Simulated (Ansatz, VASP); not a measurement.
**Two plane-wave programs on Nb**

```
Nb
1.0
     4.77733    0.00000    0.00000
    -2.38867    4.13729    0.00000
     0.00000    0.00000    2.62923
Nb
3
Cartesian
  -2.3887 4.1373 2.6292
  0.0000 2.7582 1.3146
  2.3887 1.3791 1.3146
```

Alike in both runs: task single point; functional RPBE; k mesh 8 × 8 × 13; occupations fermi-dirac, width 0.1 eV; no spin polarisation.

```csv
,VASP,Ansatz
version,VASP 6.6.1,Ansatz 0.2.0
potentials or method,"VASP PAW PBE potentials, release 64 (Nb_sv), cutoff 520 eV","plane waves (420 eV) with PAW, scalar-relativistic"
valence electrons in the cell,39,39
```

|  | VASP | Ansatz | Ansatz less VASP |
| --- | --- | --- | --- |
| pressure (GPa) | 14.9 | 15.2 | +0.36 |
| traceless stress, the component that is largest in VASP (GPa) | 0.43 | 0.35 | -0.085 |

VASP's potentials were made for PBE, not for RPBE. The functional is the same, so the differences come from potentials, cutoffs and numerics.
